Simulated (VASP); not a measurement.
InP, 2 atoms in the cell. Symmetry: F-43m, No. 216, cubic system. Conventional cell: a = 5.900 Å, b = 5.900 Å, c = 5.900 Å, α = 90.00°, β = 90.00°, γ = 90.00°. In (site symmetry -43m) has 4 P at 2.55 Å within 3.4 Å. P (site symmetry -43m) has 4 In at 2.55 Å within 3.4 Å. 

| Quantity | Value |
| --- | --- |
| Program | VASP 6.6.1 |
| Task | single point |
| Functional | PBE exchange alone |
| Potentials or basis | VASP PAW PBE potentials, release 64 (In_d, P) |
| Cutoff | 520 eV |
| k mesh | 8 × 8 × 8 |
| Occupations | fermi-dirac, width 0.05 eV |
| Spin | no spin polarisation |
| Dipole correction | no |
| Further INCAR settings | ALGO = Normal; EDIFF = 1e-06; NBANDS = 16 |

Potentials or basis: VASP PAW PBE potentials, release 64 (In_d, P).

Launch:

```sh
$ cat potpaw_PBE.64/In_d/POTCAR potpaw_PBE.64/P/POTCAR > POTCAR
$ mpirun -np 1 vasp_std > vasp.out
```

Hardware: 1 thread of Intel Xeon 6975P-C, with other jobs on the host.

Question: How long does it take, and how much memory?

Answer: It took 18 s on 1 thread of Intel Xeon 6975P-C (shared host), peak memory 0.18 GiB. Counts: scf iterations 13, k points 29.
